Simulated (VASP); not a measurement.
# Br (Cmce) in VASP: settings compared

Aim: see how the results for Br move with the level of theory and the settings. Levels: RPBE+D4, revPBE+D4. Tasks: single point.

Program: VASP 6.6.1. These are calculated values, not measurements. Logs are shortened: lines on timing, memory, paths and dates and some standing lists are left out, and cuts for length are marked.

### 1 The cell of the first run

It takes space group Cmce (No. 64, orthorhombic). Conventional cell: a = 6.720 Å, b = 4.159 Å, c = 8.570 Å, α = 90.00°, β = 90.00°, γ = 90.00°. Br (site symmetry m) has 3 Br at 2.40 to 3.06 Å within 3.2 Å.

### 2 Single point, RPBE+D4

INCAR

```
SYSTEM = Br
  PREC = Accurate
  ENCUT = 520
  EDIFF = 1E-6
  ISMEAR = -1
  SIGMA = 0.05
  LREAL = .FALSE.
  LASPH = .TRUE.
  NELM = 60
  ALGO = Normal
  ISIF = 2
  LWAVE = .FALSE.
  LCHARG = .TRUE.
  GGA = RP
  IVDW = 13
  LELF = .TRUE.
  LVHAR = .TRUE.
  NBANDS = 22
```

KPOINTS

```
regular mesh
0
G
  7 7 3
  0 0 0
```

POSCAR

```
Br
1.0
    3.3599861399     -2.0793624710      0.0000000000
    3.3599861399      2.0793624710      0.0000000000
    0.0000000000      0.0000000000      8.5697103125
Br
4
Direct
    0.3471974841      0.6528025159      0.3813711303
    0.1528025159      0.8471974841      0.8813711303
    0.6528025159      0.3471974841      0.6186288697
    0.8471974841      0.1528025159      0.1186288697
```

Potentials or basis: VASP PAW PBE potentials, release 64 (Br).

The run is started by

```sh
$ cat potpaw_PBE.64/Br/POTCAR > POTCAR
$ mpirun -np 1 vasp_std > vasp.out
```

OUTCAR:

```text
SYSTEM = Br
   PREC = Accurate
   ENCUT = 520
   EDIFF = 1E-6
   ISMEAR = -1
   LREAL = .FALSE.
   LASPH = .TRUE.
   NELM = 60
   ISIF = 2
   GGA = RP
   IVDW = 13

 ion  position               nearest neighbor table
   1  0.347  0.653  0.381-   3 2.40
   2  0.153  0.847  0.881-   4 2.40
   3  0.653  0.347  0.619-   1 2.40
   4  0.847  0.153  0.119-   2 2.40

  LATTYP: Found a base centered orthorhombic cell.
 ALAT       =     4.1587249420
 B/A-ratio  =     1.6158732240
 C/A-ratio  =     2.0606581181

  Lattice vectors:

 A1 = (  -3.3599861399,  -2.0793624710,   0.0000000000)
 A2 = (   3.3599861399,  -2.0793624710,   0.0000000000)
 A3 = (   0.0000000000,   0.0000000000,   8.5697103125)

Analysis of symmetry for initial positions (statically):
=====================================================================
 Subroutine PRICEL returns:
 Original cell was already a primitive cell.

 Routine SETGRP: Setting up the symmetry group for a
 base centered orthorhombic supercell.

 Subroutine GETGRP returns: Found  8 space group operations
 (whereof  4 operations were pure point group operations)
 out of a pool of  8 trial point group operations.

The static configuration has the point symmetry C_2h.
 The point group associated with its full space group is D_2h.

Analysis of symmetry for dynamics (positions and initial velocities):
=====================================================================
 Subroutine PRICEL returns:
 Original cell was already a primitive cell.

 Routine SETGRP: Setting up the symmetry group for a
 base centered orthorhombic supercell.

 Subroutine GETGRP returns: Found  8 space group operations
 (whereof  4 operations were pure point group operations)
 out of a pool of  8 trial point group operations.

The dynamic configuration has the point symmetry C_2h.
 The point group associated with its full space group is D_2h.

 Subroutine INISYM returns: Found  8 space group operations
 (whereof  4 operations are pure point group operations),
 and found     1 'primitive' translations

----------------------------------------------------------------------------------------

                                     Primitive cell
[... 90 lines left out ...]
   LNONCOLLINEAR =      F non collinear calculations
   LSORBIT =      F    spin-orbit coupling
   LASPH  =      T    aspherical Exc in radial PAW
   ENCUT  =  520.0 eV  38.22 Ry    6.18 a.u.   7.35  7.35 15.93*2*pi/ulx,y,z
   NELM   =     60;   NELMIN=  2; NELMDL= -5     # of ELM steps
   EDIFF  = 0.1E-05   stopping-criterion for ELM
   LREAL  =      F    real-space projection
   EDIFFG = 0.1E-04   stopping-criterion for IOM
   NSW    =      0    number of steps for IOM
   IBRION =     -1    ionic relax: 0-MD 1-quasi-New 2-CG
   NFREE  =      0    steps in history (QN), initial steepest desc. (CG)
   ISIF   =      2    stress and relaxation
   ISYM   =      2    0-nonsym 1-usesym 2-fastsym
   POTIM  = 0.5000    time-step for ionic-motion
   TEBEG  =    0.0;   TEEND  =   0.0 temperature during run
   PSTRESS=    0.0 pullay stress
   NELECT =      28.0000    total number of electrons
   NUPDOWN=      -1.0000    fix difference up-down
   EMIN   =  10.00;   EMAX   =-10.00  energy-range for DOS
   EFERMI =   0.00;   METHOD = LEGACY
   ISMEAR =    -1;   SIGMA  =   0.05  broadening in eV -4-tet -1-fermi 0-gaus
   EFERMI_NEDOS =   21; number of points for ismear=-14 and -15
   IALGO  =     38    algorithm
   IMIX   =      4    mixing-type and parameters
     AMIX     =   0.40;   BMIX     =  1.00
     AMIX_MAG =   1.60;   BMIX_MAG =  1.00
  volume/ion in A,a.u.               =      29.94       202.02
  Fermi-wavevector in a.u.,A,eV,Ry     =   1.008570  1.905922 13.840041  1.017214
  Thomas-Fermi vector in A             =   2.141445
   LORBIT       =      0    0 simple, 1 ext, 2 COOP (PROOUT), +10 PAW based schemes
   GGA     = RP    functional components
   LHFCALC =     F    Hartree Fock is set to
   AEXX    =    0.0000 exact exchange contribution
   IVDW    =    13    specifies the selected vdW correction
   LEPSILON=     F    determine dielectric tensor
   LRPA    =     F    only Hartree local field effects (RPA)
 non-spin polarized calculation
  energy-cutoff  :      520.00
  volume of cell :      119.75
 maximum number of plane-waves:      3257
 NGX is ok and might be reduce to    30
   NGX = 15   NGY = 15   NGZ = 31

 number of electron      27.9999993 magnetization

 Free energy of the ion-electron system (eV)
  ---------------------------------------------------
  ext. energy  EPLUGINS =         0.00000000
  ---------------------------------------------------
  free energy    TOTEN  =        -5.29537928 eV

  energy without entropy =       -5.29537910  energy(sigma->0) =       -5.29537919

 E-fermi :   1.4228     XC(G=0):  -8.2064

 val. band max:        0.7528312730   @ k =   0.0000   0.0000   0.0000
 cond. band min:       2.1371112820   @ k =   0.4286   0.4286   0.0000
 fundamental gap:      1.3842800090
 Fermi energy:         1.4228308311

 k-point     1 :       0.0000    0.0000    0.0000
  band No.  band energies     occupation
      1     -15.1484      2.00000
      2     -14.4703      2.00000
      3     -13.0125      2.00000
      4     -11.7716      2.00000
      5      -4.3343      2.00000
      6      -2.8057      2.00000
[... 589 lines left out ...]
     21      11.2657      0.00000
     22      11.7719      0.00000

 [... further k-points ...]

------------------------ aborting loop because EDIFF is reached ----------------------------------------

  DFT-D4 for vdW energy calculation

  Edisp (eV):   -2.04174

  FORCE on cell =-STRESS in cart. coord.  units (eV):
  Direction    XX          YY          ZZ          XY          YZ          ZX
  --------------------------------------------------------------------------------------
  -------------------------------------------------------------------------------------
  Total       0.01916    -0.00853    -0.01061     0.00000     0.00000     0.00000
  in kB       0.25629    -0.11408    -0.14194     0.00000     0.00000     0.00000
  external pressure =        0.00 kB  Pullay stress =        0.00 kB

 VOLUME and BASIS-vectors are now :
 -----------------------------------------------------------------------------
  energy-cutoff  :      520.00
  volume of cell :      119.75
      direct lattice vectors                 reciprocal lattice vectors
     3.359986140 -2.079362471  0.000000000     0.148810138 -0.240458317  0.000000000
     3.359986140  2.079362471  0.000000000     0.148810138  0.240458317  0.000000000
     0.000000000  0.000000000  8.569710312     0.000000000  0.000000000  0.116690059

 POSITION                                       TOTAL-FORCE (eV/Angst)
 -----------------------------------------------------------------------------------
      3.35999      0.63546      3.26824         0.000000      0.001427      0.004120
      3.35999      1.44390      7.55310         0.000000     -0.001427      0.004120
      3.35999     -0.63546      5.30147         0.000000     -0.001427     -0.004120
      3.35999     -1.44390      1.01662         0.000000      0.001427     -0.004120
 -----------------------------------------------------------------------------------
    total drift:                                0.000000     -0.000000      0.000000

  FREE ENERGIE OF THE ION-ELECTRON SYSTEM (eV)
  ---------------------------------------------------
  free  energy   TOTEN  =        -7.3371198151 eV

  energy  without entropy=       -7.3371196345  energy(sigma->0) =       -7.33711972
```

OSZICAR:

```text
N       E                     dE             d eps       ncg     rms          rms(c)
DAV:   1     0.176616818492E+03    0.17662E+03   -0.11683E+04  1408   0.107E+03
DAV:   2     0.705992942356E+01   -0.16956E+03   -0.16462E+03  1970   0.189E+02
DAV:   3    -0.548267695407E+01   -0.12543E+02   -0.12496E+02  1768   0.577E+01
DAV:   4    -0.560602332394E+01   -0.12335E+00   -0.12330E+00  1770   0.692E+00
DAV:   5    -0.560709227338E+01   -0.10689E-02   -0.10689E-02  1736   0.638E-01    0.108E+01
DAV:   6    -0.537499647871E+01    0.23210E+00   -0.17217E-01  1678   0.217E+00    0.697E+00
DAV:   7    -0.530141983798E+01    0.73577E-01   -0.37956E-01  1654   0.322E+00    0.511E-01
DAV:   8    -0.529512151559E+01    0.62983E-02   -0.40323E-02  1570   0.106E+00    0.263E-01
DAV:   9    -0.529524455883E+01   -0.12304E-03   -0.75605E-04  1780   0.170E-01    0.834E-02
DAV:  10    -0.529536632276E+01   -0.12176E-03   -0.18966E-04  1590   0.811E-02    0.422E-02
DAV:  11    -0.529537555196E+01   -0.92292E-05   -0.17372E-05  1868   0.243E-02    0.896E-03
DAV:  12    -0.529537737965E+01   -0.18277E-05   -0.27565E-06  1550   0.936E-03    0.820E-03
DAV:  13    -0.529537897090E+01   -0.15912E-05   -0.20649E-06  1422   0.856E-03    0.421E-03
DAV:  14    -0.529537927921E+01   -0.30831E-06   -0.53591E-07  1106   0.435E-03
   1 F= -.73371198E+01 E0= -.73371197E+01  d E =-.180638E-06
```

stdout:

```text
POSCAR found type information on POSCAR Br
 POSCAR found :  1 types and       4 ions
 scaLAPACK will be used
 -----------------------------------------------------------------------------
|                                                                             |
|                                                                             |
|     You enforced a specific xc type in the INCAR file but a different       |
|     I HOPE YOU KNOW WHAT YOU ARE DOING!                                     |
|                                                                             |
 -----------------------------------------------------------------------------

 LDA part: xc-table for (Slater+PW92), standard interpolation
 POSCAR, INCAR and KPOINTS ok, starting setup
 FFT: planning ... GRIDC
 FFT: planning ... GRID_SOFT
 FFT: planning ... GRID
 WAVECAR not read
 entering main loop
```

Run time: 42 s. Hardware: 1 thread of Intel Xeon 6975P-C (Granite Rapids), shared host; peak memory 0.24 GiB.

Results:

| Property | Result |
| --- | --- |
| Free energy | -7.3371 eV |
| Pressure | 0.0 GPa |
| Largest force | 0.004 eV/Å |
| Band gap on the k mesh | 1.38 eV, indirect (least direct gap 1.45 eV) |
| Dispersion energy per atom | -0.510 eV |

Forces on the atoms (eV/Å):
```
Br   0.000  0.001  0.004
Br   0.000 -0.001  0.004
Br   0.000 -0.001 -0.004
Br   0.000  0.001 -0.004
```

Levels at points of the mesh, in eV from the valence-band top:
```csv
k point,band 10,band 11,band 12,band 13,band 14,band 15,band 16,band 17,band 18,band 19
"(0.00, 0.00, 0.00)",-1.37,-1.30,-0.59,-0.30,0.00,1.45,2.34,6.50,6.99,7.13
```

Caveat: the PAW data sets were made with another functional, which shifts forces and pressure a little. A k mesh can miss the band edges.

### 3 Single point, revPBE+D4

This run uses another cell than the first one, of 30.07 Å³/atom, 1.005 times its volume.

INCAR

```
SYSTEM = Br
  PREC = Accurate
  ENCUT = 520
  EDIFF = 1E-6
  ISMEAR = -1
  SIGMA = 0.05
  LREAL = .False.
  LASPH = .True.
  NELM = 100
  ALGO = Normal
  ISIF = 2
  LWAVE = .False.
  LCHARG = .False.
  GGA = RE
  IVDW = 13
  NBANDS = 22
```

KPOINTS

```
Automatic mesh
0
Gamma
  7 7 3
  0 0 0
```

POSCAR

```
Br
1.0
    3.3701926800     -2.0830154851      0.0000000000
    3.3701926800      2.0830154851      0.0000000000
    0.0000000000      0.0000000000      8.5674374233
Br
4
Direct
    0.3482494452      0.6517505548      0.3813025789
    0.1517505548      0.8482494452      0.8813025789
    0.6517505548      0.3482494452      0.6186974211
    0.8482494452      0.1517505548      0.1186974211
```

Potentials or basis: VASP PAW PBE potentials, release 64 (Br).

The run is started by

```sh
$ cat potpaw_PBE.64/Br/POTCAR > POTCAR
$ mpirun -np 1 vasp_std > vasp.out
```

OUTCAR:

```text
SYSTEM = Br
   PREC = Accurate
   ENCUT = 520
   EDIFF = 1E-6
   ISMEAR = -1
   LREAL = .False.
   LASPH = .True.
   NELM = 100
   ISIF = 2
   GGA = RE
   IVDW = 13

 ion  position               nearest neighbor table
   1  0.348  0.652  0.381-   3 2.39
   2  0.152  0.848  0.881-   4 2.39
   3  0.652  0.348  0.619-   1 2.39
   4  0.848  0.152  0.119-   2 2.39

  LATTYP: Found a base centered orthorhombic cell.
 ALAT       =     4.1660309702
 B/A-ratio  =     1.6179393308
 C/A-ratio  =     2.0564987357

  Lattice vectors:

 A1 = (  -3.3701926800,  -2.0830154851,   0.0000000000)
 A2 = (   3.3701926800,  -2.0830154851,   0.0000000000)
 A3 = (   0.0000000000,   0.0000000000,   8.5674374233)

Analysis of symmetry for initial positions (statically):
=====================================================================
 Subroutine PRICEL returns:
 Original cell was already a primitive cell.

 Routine SETGRP: Setting up the symmetry group for a
 base centered orthorhombic supercell.

 Subroutine GETGRP returns: Found  8 space group operations
 (whereof  4 operations were pure point group operations)
 out of a pool of  8 trial point group operations.

The static configuration has the point symmetry C_2h.
 The point group associated with its full space group is D_2h.

Analysis of symmetry for dynamics (positions and initial velocities):
=====================================================================
 Subroutine PRICEL returns:
 Original cell was already a primitive cell.

 Routine SETGRP: Setting up the symmetry group for a
 base centered orthorhombic supercell.

 Subroutine GETGRP returns: Found  8 space group operations
 (whereof  4 operations were pure point group operations)
[... 120 lines left out ...]
   EMIN   =  10.00;   EMAX   =-10.00  energy-range for DOS
   EFERMI =   0.00;   METHOD = LEGACY
   ISMEAR =    -1;   SIGMA  =   0.05  broadening in eV -4-tet -1-fermi 0-gaus
   EFERMI_NEDOS =   21; number of points for ismear=-14 and -15
   IALGO  =     38    algorithm
   IMIX   =      4    mixing-type and parameters
     AMIX     =   0.40;   BMIX     =  1.00
     AMIX_MAG =   1.60;   BMIX_MAG =  1.00
  volume/ion in A,a.u.               =      30.07       202.94
  Fermi-wavevector in a.u.,A,eV,Ry     =   1.007051  1.903050 13.798371  1.014152
  Thomas-Fermi vector in A             =   2.139832
   LORBIT       =      0    0 simple, 1 ext, 2 COOP (PROOUT), +10 PAW based schemes
   GGA     = RE    functional components
   LHFCALC =     F    Hartree Fock is set to
   AEXX    =    0.0000 exact exchange contribution
   IVDW    =    13    specifies the selected vdW correction
   LEPSILON=     F    determine dielectric tensor
   LRPA    =     F    only Hartree local field effects (RPA)
 non-spin polarized calculation
  energy-cutoff  :      520.00
  volume of cell :      120.29
 maximum number of plane-waves:      3265
 NGX is ok and might be reduce to    30
   NGX = 15   NGY = 15   NGZ = 31

 number of electron      27.9999992 magnetization

 Free energy of the ion-electron system (eV)
  ---------------------------------------------------
  ext. energy  EPLUGINS =         0.00000000
  ---------------------------------------------------
  free energy    TOTEN  =        -5.33792422 eV

  energy without entropy =       -5.33792404  energy(sigma->0) =       -5.33792413

 E-fermi :   1.3636     XC(G=0):  -8.2474

 val. band max:        0.6955840424   @ k =   0.0000   0.0000   0.0000
 cond. band min:       2.0782328109   @ k =   0.4286   0.4286   0.0000
 fundamental gap:      1.3826487685
 Fermi energy:         1.3636102790

 k-point     1 :       0.0000    0.0000    0.0000
  band No.  band energies     occupation
      1     -15.2176      2.00000
      2     -14.5430      2.00000
      3     -13.0720      2.00000
      4     -11.8347      2.00000
      5      -4.4043      2.00000
      6      -2.8765      2.00000
[... 589 lines left out ...]
     21      11.1504      0.00000
     22      11.6417      0.00000

 [... further k-points ...]

------------------------ aborting loop because EDIFF is reached ----------------------------------------

  DFT-D4 for vdW energy calculation

  Edisp (eV):   -1.89901

  FORCE on cell =-STRESS in cart. coord.  units (eV):
  Direction    XX          YY          ZZ          XY          YZ          ZX
  --------------------------------------------------------------------------------------
  -------------------------------------------------------------------------------------
  Total       0.01743    -0.00507    -0.00889     0.00000     0.00000     0.00000
  in kB       0.23219    -0.06751    -0.11836     0.00000     0.00000     0.00000
  external pressure =        0.02 kB  Pullay stress =        0.00 kB

 VOLUME and BASIS-vectors are now :
 -----------------------------------------------------------------------------
  energy-cutoff  :      520.00
  volume of cell :      120.29
      direct lattice vectors                 reciprocal lattice vectors
     3.370192680 -2.083015485  0.000000000     0.148359470 -0.240036622  0.000000000
     3.370192680  2.083015485  0.000000000     0.148359470  0.240036622  0.000000000
     0.000000000  0.000000000  8.567437423     0.000000000  0.000000000  0.116721016

 POSITION                                       TOTAL-FORCE (eV/Angst)
 -----------------------------------------------------------------------------------
      3.37019      0.63220      3.26679         0.000000      0.000764      0.004819
      3.37019      1.45082      7.55050         0.000000     -0.000764      0.004819
      3.37019     -0.63220      5.30065         0.000000     -0.000764     -0.004819
      3.37019     -1.45082      1.01693         0.000000      0.000764     -0.004819
 -----------------------------------------------------------------------------------
    total drift:                               -0.000000     -0.000000     -0.000000

  FREE ENERGIE OF THE ION-ELECTRON SYSTEM (eV)
  ---------------------------------------------------
  free  energy   TOTEN  =        -7.2369350964 eV

  energy  without entropy=       -7.2369349159  energy(sigma->0) =       -7.23693501
```

stdout:

```text
POSCAR found type information on POSCAR Br
 POSCAR found :  1 types and       4 ions
 scaLAPACK will be used
 -----------------------------------------------------------------------------
|                                                                             |
|                                                                             |
|     You enforced a specific xc type in the INCAR file but a different       |
|     I HOPE YOU KNOW WHAT YOU ARE DOING!                                     |
|                                                                             |
 -----------------------------------------------------------------------------

 LDA part: xc-table for (Slater+PW92), standard interpolation
 POSCAR, INCAR and KPOINTS ok, starting setup
 FFT: planning ... GRIDC
 FFT: planning ... GRID_SOFT
 FFT: planning ... GRID
 WAVECAR not read
 entering main loop
```

Run time: 41 s. Hardware: 1 thread of Intel Xeon 6975P-C (Granite Rapids), shared host; peak memory 0.24 GiB.

Results:

```
Free energy                : -7.2369 eV
Pressure                   : 0.0 GPa
Largest force              : 0.005 eV/Å
Band gap on the k mesh     : 1.38 eV, indirect (least direct gap 1.44 eV)
Dispersion energy per atom : -0.475 eV
```

Forces in eV/Å, atoms in the order of the input:
```
Br   0.000  0.001  0.005
Br   0.000 -0.001  0.005
Br   0.000 -0.001 -0.005
Br   0.000  0.001 -0.005
```

Caveat: the PAW data sets were made with another functional, which shifts forces and pressure a little.
